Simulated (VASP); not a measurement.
A run of VASP 6.6.1:

INCAR

```
SYSTEM = MgO
ALGO = Normal
EDIFF = 1E-6
ENCUT = 840
GGA = CA
GGA_COMPAT = .False.
ISIF = 2
ISMEAR = -1
LASPH = .True.
LCHARG = .False.
LREAL = .False.
LWAVE = .False.
NBANDS = 15
NELM = 120
PREC = Accurate
SIGMA = 0.05
```

KPOINTS

```
k-points
0
Gamma
  15 15 15
  0 0 0
```

POSCAR

```
MgO
1.0
    0.0000000000      2.0796222308      2.0796222308
    2.0796222308      0.0000000000      2.0796222308
    2.0796222308      2.0796222308      0.0000000000
Mg O
1 1
Direct
    0.0000000000      0.0000000000      0.0000000000
    0.5000000000      0.5000000000      0.5000000000
```

Potentials or basis: VASP PAW LDA potentials, release 64 (Mg_sv, O).

Launch:

```console
$ cat potpaw_LDA.64/Mg_sv/POTCAR potpaw_LDA.64/O/POTCAR > POTCAR
$ mpirun -np 1 vasp_std > vasp.out
```

Hardware: 1 thread of Intel(R) Xeon(R) Platinum 8375C CPU @ 2.90GHz (Ice Lake), on a shared host.

Question: How long does it take, and how much memory?

Answer: Wall time 32 s on 1 thread of Intel(R) Xeon(R) Platinum 8375C CPU @ 2.90GHz (Ice Lake), on a shared host, peak memory 0.18 GiB. Counts: scf iterations 12, k points 120.
